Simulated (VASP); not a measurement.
# MgCd2Se3 (P6_3mc) in VASP: single point with PBE

Aim: the single point of MgCd2Se3 with PBE.

Everything below comes from runs of VASP 6.6.1. Logs are shortened: lines on timing, memory, paths and dates and some standing lists are left out, and cuts for length are marked.

### 1 The cell of the first run

The structure is hexagonal, space group P6_3mc (No. 186). Conventional cell: a = 4.342 Å, b = 4.342 Å, c = 21.169 Å, α = 90.00°, β = 90.00°, γ = 120.00°. Mg (site symmetry 3m) has 4 Se at 2.61 to 2.62 Å within 3.4 Å. Cd (site symmetry 3m) has 4 Se at 2.67 to 2.68 Å within 3.5 Å. Cd (site symmetry 3m) has 4 Se at 2.67 to 2.68 Å within 3.5 Å. Within 3.5 Å of Se (site symmetry 3m) lie 4 Cd at 2.67 to 2.68 Å. Within 3.4 Å of Se (site symmetry 3m) lie 1 Mg at 2.61 Å and 3 Cd at 2.67 Å. Within 3.5 Å of Se (site symmetry 3m) lie 3 Mg at 2.62 Å and 1 Cd at 2.68 Å.

### 2 Single point, PBE

The input, POSCAR:

```
MgCd2Se3
1.0
    4.3424621425      0.0000000000      0.0000000000
   -2.1712310712      3.7606825304      0.0000000000
    0.0000000000      0.0000000000     21.1685874698
Mg Cd Se
2 4 6
Direct
    0.6666666667      0.3333333333      0.3318167839
    0.3333333333      0.6666666667      0.8318167839
    0.6666666667      0.3333333333      0.9984631241
    0.6666666667      0.3333333333      0.6688705162
    0.3333333333      0.6666666667      0.1688705162
    0.3333333333      0.6666666667      0.4984631241
    0.6666666667      0.3333333333      0.1252813192
    0.6666666667      0.3333333333      0.4548869941
    0.6666666667      0.3333333333      0.7956812625
    0.3333333333      0.6666666667      0.2956812625
    0.3333333333      0.6666666667      0.6252813192
    0.3333333333      0.6666666667      0.9548869941
```

The input, INCAR.step1:

```
SYSTEM = MgCd2Se3
PREC = Accurate ; ENCUT = 520
EDIFF = 1E-6 ; ISMEAR = 0
SIGMA = 0.02 ; LREAL = .FALSE.
LASPH = .TRUE. ; NELM = 100
ALGO = Normal ; ISIF = 2
LWAVE = .FALSE. ; LCHARG = .TRUE.
GGA = PE ; NBANDS = 56
```

The input, KPOINTS.step1:

```
Automatic mesh
0
G
  6 6 2
  0 0 0
```

The input, INCAR.step2:

```
SYSTEM = MgCd2Se3
PREC = Accurate ; ENCUT = 520
EDIFF = 1E-6 ; ISMEAR = -5
SIGMA = 0.02 ; LREAL = .FALSE.
LASPH = .TRUE. ; NELM = 100
ALGO = Normal ; ISIF = 2
LWAVE = .FALSE. ; LCHARG = .FALSE.
GGA = PE ; LORBIT = 11
NBANDS = 56 ; NEDOS = 2001
ICHARG = 11
```

The input, KPOINTS.step2:

```
Automatic mesh
0
G
  9 9 3
  0 0 0
```

Potentials or basis: VASP PAW PBE potentials, release 64 (Mg, Cd, Se).

Started as:

```bash
$ cat potpaw_PBE.64/Mg/POTCAR potpaw_PBE.64/Cd/POTCAR potpaw_PBE.64/Se/POTCAR > POTCAR
$ cp INCAR.step1 INCAR
$ cp KPOINTS.step1 KPOINTS
$ mpirun -np 1 vasp_std > vasp.out
$ cp INCAR.step2 INCAR
$ cp KPOINTS.step2 KPOINTS
$ mpirun -np 1 vasp_std > vasp.out
```

OUTCAR:

```text
SYSTEM = MgCd2Se3
   PREC = Accurate
   ENCUT = 520
   EDIFF = 1E-6
   ISMEAR = -5
   LREAL = .FALSE.
   LASPH = .TRUE.
   NELM = 100
   ISIF = 2
   GGA = PE
   LORBIT = 11
   ICHARG = 11

 ion  position               nearest neighbor table
   1  0.667  0.333  0.332-   8 2.61  10 2.62  10 2.62  10 2.62
   2  0.333  0.667  0.832-  12 2.61   9 2.62   9 2.62   9 2.62
   3  0.667  0.333  0.998-  12 2.67  12 2.67  12 2.67   7 2.68
   4  0.667  0.333  0.669-  11 2.67  11 2.67  11 2.67   9 2.68
   5  0.333  0.667  0.169-   7 2.67   7 2.67   7 2.67  10 2.68
   6  0.333  0.667  0.498-   8 2.67   8 2.67   8 2.67  11 2.68
   7  0.667  0.333  0.125-   5 2.67   5 2.67   5 2.67   3 2.68
   8  0.667  0.333  0.455-   1 2.61   6 2.67   6 2.67   6 2.67
   9  0.667  0.333  0.796-   2 2.62   2 2.62   2 2.62   4 2.68
  10  0.333  0.667  0.296-   1 2.62   1 2.62   1 2.62   5 2.68
  11  0.333  0.667  0.625-   4 2.67   4 2.67   4 2.67   6 2.68
  12  0.333  0.667  0.955-   2 2.61   3 2.67   3 2.67   3 2.67

  LATTYP: Found a hexagonal cell.
 ALAT       =     4.3424621425
 C/A-ratio  =     4.8747891807

  Lattice vectors:

 A1 = (   4.3424621425,   0.0000000000,   0.0000000000)
 A2 = (  -2.1712310712,   3.7606825304,   0.0000000000)
 A3 = (   0.0000000000,   0.0000000000,  21.1685874698)

Analysis of symmetry for initial positions (statically):
=====================================================================
 Subroutine PRICEL returns:
 Original cell was already a primitive cell.

 Routine SETGRP: Setting up the symmetry group for a
 hexagonal supercell.

 Subroutine GETGRP returns: Found 12 space group operations
 (whereof  6 operations were pure point group operations)
 out of a pool of 24 trial point group operations.

The static configuration has the point symmetry C_3v.
 The point group associated with its full space group is C_6v.

Analysis of symmetry for dynamics (positions and initial velocities):
=====================================================================
 Subroutine PRICEL returns:
 Original cell was already a primitive cell.

 Routine SETGRP: Setting up the symmetry group for a
 hexagonal supercell.

 Subroutine GETGRP returns: Found 12 space group operations
 (whereof  6 operations were pure point group operations)
 out of a pool of 24 trial point group operations.

The dynamic configuration has the point symmetry C_3v.
 The point group associated with its full space group is C_6v.

 Subroutine INISYM returns: Found 12 space group operations
 (whereof  6 operations are pure point group operations),
 and found     1 'primitive' translations

----------------------------------------------------------------------------------------

                                     Primitive cell

  volume of cell :     345.6962

  direct lattice vectors                    reciprocal lattice vectors
     4.342462142  0.000000000  0.000000000     0.230284103  0.132954589  0.000000000
    -2.171231071  3.760682530  0.000000000     0.000000000  0.265909178  0.000000000
     0.000000000  0.000000000 21.168587470     0.000000000  0.000000000  0.047239808

  length of vectors
     4.342462142  4.342462142 21.168587470     0.265909178  0.265909178  0.047239808

  position of ions in fractional coordinates (direct lattice)
     0.666666667  0.333333333  0.331816784
     0.333333333  0.666666667  0.831816784
     0.666666667  0.333333333  0.998463124
     0.666666667  0.333333333  0.668870516
     0.333333333  0.666666667  0.168870516
     0.333333333  0.666666667  0.498463124
     0.666666667  0.333333333  0.125281319
     0.666666667  0.333333333  0.454886994
     0.666666667  0.333333333  0.795681262
     0.333333333  0.666666667  0.295681262
     0.333333333  0.666666667  0.625281319
     0.333333333  0.666666667  0.954886994

  ion indices of the primitive-cell ions
   primitive index   ion index
                 1           1
                 2           2
                 3           3
                 4           4
                 5           5
                 6           6
                 7           7
                 8           8
                 9           9
                10          10
                11          11
                12          12

----------------------------------------------------------------------------------------

 KPOINTS: Automatic mesh

Automatic generation of k-mesh.
 Grid dimensions read from file:
 generate k-points for:    9    9    3

 Generating k-lattice:

  Cartesian coordinates                     Fractional coordinates (reciprocal lattice)
     0.025587123  0.014772732  0.000000000     0.111111111 -0.000000000  0.000000000
     0.000000000  0.029545464  0.000000000     0.000000000  0.111111111  0.000000000
     0.000000000  0.000000000  0.015746603     0.000000000  0.000000000  0.333333333

  Length of vectors
     0.029545464  0.029545464  0.015746603

  Shift w.r.t. Gamma in fractional coordinates (k-lattice)
     0.000000000  0.000000000  0.000000000

 TETIRR: Found    207 inequivalent tetrahedra from     1458

 Subroutine IBZKPT returns following result:
 ===========================================

 Found     24 irreducible k-points:

 Following reciprocal coordinates:
            Coordinates               Weight
  0.000000  0.000000  0.000000      1.000000
  0.111111  0.000000  0.000000      6.000000
  0.222222  0.000000  0.000000      6.000000
  0.333333  0.000000  0.000000      6.000000
  0.444444  0.000000  0.000000      6.000000
  0.111111  0.111111  0.000000      6.000000
[... 16 lines left out ...]
  0.333333  0.222222  0.333333     24.000000
  0.333333  0.333333  0.333333      4.000000
   k-points           NKPTS =     24   k-points in BZ     NKDIM =     24   number of bands    NBANDS=     56
   number of dos      NEDOS =   2001   number of ions     NIONS =     12
   total plane-waves  NPLWV = 163840
   dimension x,y,z NGX =    32 NGY =   32 NGZ =  160
   dimension x,y,z NGXF=    64 NGYF=   64 NGZF=  320
   ions per type =               2   4   6
   NGX,Y,Z   is equivalent  to a cutoff of  12.25, 12.25, 12.57 a.u.
   NGXF,Y,Z  is equivalent  to a cutoff of  24.50, 24.50, 25.13 a.u.
 SYSTEM =  MgCd2Se3
   PREC   = accura    normal or accurate (medium, high low for compatibility)
   ISTART =      0    job   : 0-new  1-cont  2-samecut
   ICHARG =     11    charge: 1-file 2-atom 10-const
   ISPIN  =      1    spin polarized calculation?
   LNONCOLLINEAR =      F non collinear calculations
   LSORBIT =      F    spin-orbit coupling
   LASPH  =      T    aspherical Exc in radial PAW
   ENCUT  =  520.0 eV  38.22 Ry    6.18 a.u.   8.07  8.07 39.36*2*pi/ulx,y,z
   NELM   =    100;   NELMIN=  2; NELMDL=  0     # of ELM steps
   EDIFF  = 0.1E-05   stopping-criterion for ELM
   LREAL  =      F    real-space projection
   EDIFFG = 0.1E-04   stopping-criterion for IOM
   NSW    =      0    number of steps for IOM
   IBRION =     -1    ionic relax: 0-MD 1-quasi-New 2-CG
   NFREE  =      0    steps in history (QN), initial steepest desc. (CG)
   ISIF   =      2    stress and relaxation
   ISYM   =      2    0-nonsym 1-usesym 2-fastsym
   POTIM  = 0.5000    time-step for ionic-motion
   TEBEG  =    0.0;   TEEND  =   0.0 temperature during run
   PSTRESS=    0.0 pullay stress
   NELECT =      88.0000    total number of electrons
   NUPDOWN=      -1.0000    fix difference up-down
   EMIN   =  10.00;   EMAX   =-10.00  energy-range for DOS
   EFERMI =   0.00;   METHOD = LEGACY
   ISMEAR =    -5;   SIGMA  =   0.02  broadening in eV -4-tet -1-fermi 0-gaus
   EFERMI_NEDOS =   21; number of points for ismear=-14 and -15
   IALGO  =     38    algorithm
   IMIX   =      4    mixing-type and parameters
     AMIX     =   0.40;   BMIX     =  1.00
     AMIX_MAG =   1.60;   BMIX_MAG =  1.00
  volume/ion in A,a.u.               =      28.81       194.41
  Fermi-wavevector in a.u.,A,eV,Ry     =   1.037538  1.960663 14.646481  1.076486
  Thomas-Fermi vector in A             =   2.171981
   LORBIT       =     11    0 simple, 1 ext, 2 COOP (PROOUT), +10 PAW based schemes
   GGA     = PE    functional components
   LHFCALC =     F    Hartree Fock is set to
   AEXX    =    0.0000 exact exchange contribution
   IVDW    =     0    specifies the selected vdW correction
   LEPSILON=     F    determine dielectric tensor
   LRPA    =     F    only Hartree local field effects (RPA)
 non-spin polarized calculation
 Fermi weights with tetrahedron method with Bloechl corrections
  energy-cutoff  :      520.00
  volume of cell :      345.70
 maximum number of plane-waves:      9348

 number of electron      87.9999991 magnetization

 Free energy of the ion-electron system (eV)
  ---------------------------------------------------
  ext. energy  EPLUGINS =         0.00000000
  ---------------------------------------------------
  free energy    TOTEN  =       -36.99504968 eV

  energy without entropy =      -36.99504968  energy(sigma->0) =      -36.99504968

 E-fermi :   0.6610     XC(G=0):  -8.4597

 val. band max:        0.6554483459   @ k =   0.0000   0.0000   0.0000
 cond. band min:       1.6630210533   @ k =   0.0000   0.0000   0.0000
 fundamental gap:      1.0075727074
 Fermi energy:         0.6609614488

 k-point     1 :       0.0000    0.0000    0.0000
  band No.  band energies     occupation
      1     -11.5412      2.00000
      2     -11.4773      2.00000
      3     -11.4150      2.00000
      4     -11.3087      2.00000
      5     -11.1402      2.00000
      6     -11.0984      2.00000
[... 48 lines left out ...]
     55       6.7173      0.00000
     56       6.7379      0.00000

 k-point     2 :       0.1111    0.0000    0.0000
  band No.  band energies     occupation
      1     -11.5050      2.00000
      2     -11.4469      2.00000
      3     -11.3806      2.00000
      4     -11.2849      2.00000
      5     -11.1156      2.00000
      6     -11.0786      2.00000
[... 48 lines left out ...]
     55       6.6686      0.00000
     56       6.7959      0.00000

 k-point     3 :       0.2222    0.0000    0.0000
  band No.  band energies     occupation
      1     -11.4106      2.00000
      2     -11.3689      2.00000
      3     -11.2911      2.00000
      4     -11.2243      2.00000
      5     -11.0532      2.00000
      6     -11.0289      2.00000
[... 1172 lines left out ...]
 k-point    23 :       0.3333    0.2222    0.3333
  band No.  band energies     occupation
      1     -11.1922      2.00000
      2     -11.1910      2.00000
      3     -11.0846      2.00000
      4     -11.0837      2.00000
      5     -10.9199      2.00000
      6     -10.9194      2.00000
[... 48 lines left out ...]
     55       6.5049      0.00000
     56       6.6867      0.00000

 k-point    24 :       0.3333    0.3333    0.3333
  band No.  band energies     occupation
      1     -11.1739      2.00000
      2     -11.1739      2.00000
      3     -11.0685      2.00000
      4     -11.0685      2.00000
      5     -10.9088      2.00000
      6     -10.9088      2.00000
[... 48 lines left out ...]
     55       6.9554      0.00000
     56       6.9567      0.00000

------------------------ aborting loop because EDIFF is reached ----------------------------------------

  FORCE on cell =-STRESS in cart. coord.  units (eV):
  Direction    XX          YY          ZZ          XY          YZ          ZX
  --------------------------------------------------------------------------------------
  -------------------------------------------------------------------------------------
  Total        0.2907345      0.2907345      0.3266446      0.0000000      0.0000000      0.0000000
  in kB        1.3474496      1.3474496      1.5138802      0.0000000      0.0000000      0.0000000
  external PRESSURE =       1.4029264 kB  Pullay stress =       0.0000000 kB

 VOLUME and BASIS-vectors are now :
 -----------------------------------------------------------------------------
  energy-cutoff  :      520.00
  volume of cell :      345.70
      direct lattice vectors                 reciprocal lattice vectors
     4.342462142  0.000000000  0.000000000     0.230284103  0.132954589  0.000000000
    -2.171231071  3.760682530  0.000000000     0.000000000  0.265909178  0.000000000
     0.000000000  0.000000000 21.168587470     0.000000000  0.000000000  0.047239808

 POSITION                                       TOTAL-FORCE (eV/Angst)
 -----------------------------------------------------------------------------------
      2.17123      1.25356      7.02409         0.000000      0.000000      0.002192
     -0.00000      2.50712     17.60839         0.000000      0.000000      0.002192
      2.17123      1.25356     21.13605        -0.000000      0.000000     -0.001380
      2.17123      1.25356     14.15904         0.000000      0.000000     -0.000897
     -0.00000      2.50712      3.57475         0.000000     -0.000000     -0.000897
     -0.00000      2.50712     10.55176         0.000000      0.000000     -0.001380
      2.17123      1.25356      2.65203         0.000000     -0.000000      0.001928
      2.17123      1.25356      9.62932        -0.000000      0.000000     -0.029920
      2.17123      1.25356     16.84345        -0.000000      0.000000      0.028077
     -0.00000      2.50712      6.25915         0.000000      0.000000      0.028077
     -0.00000      2.50712     13.23632        -0.000000      0.000000      0.001928
     -0.00000      2.50712     20.21361        -0.000000     -0.000000     -0.029920
 -----------------------------------------------------------------------------------
    total drift:                               -0.000001     -0.000000     -0.001717

  FREE ENERGIE OF THE ION-ELECTRON SYSTEM (eV)
  ---------------------------------------------------
  free  energy   TOTEN  =       -36.9950496842 eV

  energy  without entropy=      -36.9950496842  energy(sigma->0) =      -36.99504968

 total charge

# of ion       s       p       d       tot
------------------------------------------
    1        0.165   0.126   0.028   0.319
    2        0.165   0.126   0.028   0.319
    3        0.435   0.288   9.555  10.278
    4        0.436   0.291   9.555  10.282
    5        0.436   0.291   9.555  10.282
    6        0.435   0.288   9.555  10.278
    7        1.445   2.376   0.019   3.840
    8        1.440   2.406   0.017   3.863
    9        1.432   2.454   0.010   3.896
   10        1.432   2.454   0.010   3.896
   11        1.445   2.376   0.019   3.840
   12        1.440   2.406   0.017   3.863
--------------------------------------------------
tot         10.705  15.881  38.368  64.954
```

Run time: 6.2 min. Hardware: 1 thread of Intel Xeon 6975P-C (Granite Rapids), shared host; peak memory 0.62 GiB.

What came out:

```yaml
Valence_electrons_inside_the_program's_atomic_spheres: Mg 0.32; Cd 10.28; Se 3.84, 3.86, 3.90 (each value once)
```
